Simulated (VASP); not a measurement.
A run of VASP 6.6.1:

File INCAR:

```
PREC = Accurate ; ENCUT = 600
EDIFF = 1E-6 ; ISMEAR = 0
SIGMA = 0.1 ; LREAL = False
LASPH = True ; NELM = 100
ALGO = Normal ; ISIF = 3
LWAVE = False ; LCHARG = False
GGA = PE ; IBRION = 2
NSW = 90 ; EDIFFG = -0.04
```

The input KPOINTS:

```
regular mesh
0
Gamma
  3 3 6
```

File POSCAR:

```
Ta2P3Au
1.0
    6.1206982100      0.0000000000      0.0000000000
   -3.0603491000      5.3006801400      0.0000000000
    0.0000000000      0.0000000000      3.3788433500
Ta P Au
2 3 1
Direct
    0.3333333300      0.6666666700      0.0000000000
    0.6666666700      0.3333333300      0.0000000000
    0.5000000000      0.0000000000      0.5000000000
    0.5000000000      0.5000000000      0.5000000000
    0.0000000000      0.5000000000      0.5000000000
    0.0000000000      0.0000000000      0.0000000000
```

Potentials or basis: VASP PAW PBE potentials, release 64 (Ta_pv, P, Au).

Run with:

```sh
$ cat potpaw_PBE.64/Ta_pv/POTCAR potpaw_PBE.64/P/POTCAR potpaw_PBE.64/Au/POTCAR > POTCAR
$ mpirun -np 1 vasp_std > vasp.out
```

Hardware: 1 thread of Intel(R) Xeon(R) Platinum 8259CL CPU @ 2.50GHz (Skylake/Cascade Lake) (shared host).

How long does it take, and how much memory?

It took 16 min on 1 thread of Intel(R) Xeon(R) Platinum 8259CL CPU @ 2.50GHz (Skylake/Cascade Lake), on a shared host, peak memory 0.28 GiB. Counts: scf iterations 190, k points 12, ion steps 21.
